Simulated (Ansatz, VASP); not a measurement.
## Two plane-wave programs on MgF2

File POSCAR:

```
MgF2
1.0
    4.4300909277      0.0000000000      0.0000000000
    0.0000000000      4.4302757781      0.0000000000
    0.0000000000      0.0000000000      3.1380425291
Mg F
2 4
Direct
    0.5000000000      0.5000000000      0.5000000000
    0.0000000000      0.0000000000      0.0000000000
    0.8044752292      0.1954432007      0.5000000000
    0.1955247708      0.8045567993      0.5000000000
    0.3044752292      0.3045567993      0.0000000000
    0.6955247708      0.6954432007      0.0000000000
```

The input INCAR.step1:

```
SYSTEM = MgF2
PREC = Accurate ; ENCUT = 660
ISMEAR = 0 ; SIGMA = 0.01
LREAL = .False. ; LASPH = .True.
NELM = 120 ; NBANDS = 25
GGA = PE ; ALGO = Normal
EDIFF = 1E-5 ; LWAVE = .True.
LCHARG = .False. ; GGA_COMPAT = .False.
```

The input INCAR.step2:

```
SYSTEM = MgF2
PREC = Accurate ; ENCUT = 660
EDIFF = 1E-6 ; ISMEAR = 0
SIGMA = 0.01 ; LREAL = .False.
LASPH = .True. ; NELM = 120
ALGO = Normal ; ISIF = 2
LWAVE = .False. ; LCHARG = .True.
METAGGA = R2SCAN ; LMIXTAU = .True.
LELF = .True. ; LVHAR = .True.
NBANDS = 25 ; ISTART = 1
GGA_COMPAT = .False.
```

Contents of KPOINTS:

```
regular mesh
0
Gamma
  6 6 8
  0 0 0
```

Input for Ansatz:

```yaml
crystal:
  lattice:
    - [4.4300909277, 0.0, 0.0]
    - [0.0, 4.4302757781, 0.0]
    - [0.0, 0.0, 3.1380425291]
  atoms:
    - { symbol: Mg, position: [0.5, 0.5, 0.5] }
    - { symbol: Mg, position: [0.0, 0.0, 0.0] }
    - { symbol: F, position: [0.8044752292, 0.1954432007, 0.5] }
    - { symbol: F, position: [0.1955247708, 0.8045567993, 0.5] }
    - { symbol: F, position: [0.3044752292, 0.3045567993, 0.0] }
    - { symbol: F, position: [0.6955247708, 0.6954432007, 0.0] }
kpoints:
  mp_grid: { grid: [6, 6, 8] }
  band_path:
    path:
      - [0.0, 0.0, 0.0]
      - [0.0, 0.5000104313, 0.0]
      - [0.4999895687, 0.5000104313, 0.0]
      - [0.0, 0.0, 0.5]
      - [0.0, 0.5000104313, 0.5]
      - [0.4999895687, 0.5000104313, 0.5]
    npoints: 1
hamiltonian:
  xc: r2scan
scf:
  occupations: { method: fixed }
  n_extra_bands: 5
output:
  forces: true
  stress: true
  eigenvalues: true
  write_density: true
  write_potential: true
  elf: true
  volumetric_format: npy
```

Change from the starting cell: epitaxial_xy strain -4.2%.

Alike in both runs: task single point; functional r2SCAN; k mesh 6 × 6 × 8; no spin polarisation.

|  | VASP | Ansatz |
| --- | --- | --- |
| version | VASP 6.6.1 | Ansatz 0.2.0 |
| potentials or method | VASP PAW PBE potentials, release 64 (Mg, F) | plane waves, PAW |
| plane-wave cutoff (eV) | 660 | 500 |
| occupations | gaussian, width 0.01 eV | fixed |
| valence electrons in the cell | 32 | 48 |

```csv
,VASP,Ansatz,Ansatz less VASP
gap on the k mesh at the Fermi level (eV),8.32,8.35,+0.036
pressure (GPa),4.7,6.2,+1.50
"traceless stress, the component that is largest in VASP (GPa)",-6.44,-6.21,+0.230
rms of the force components (eV/Å),0.006,0.000,-0.0057
```

VASP's potentials were made for PBE, not for r2SCAN. Atom by atom the forces differ by 0.006 eV/Å (rms over components). VASP's potentials hold 32 valence electrons a cell and Ansatz's 48, so a difference there can come from the potentials and not from the codes.
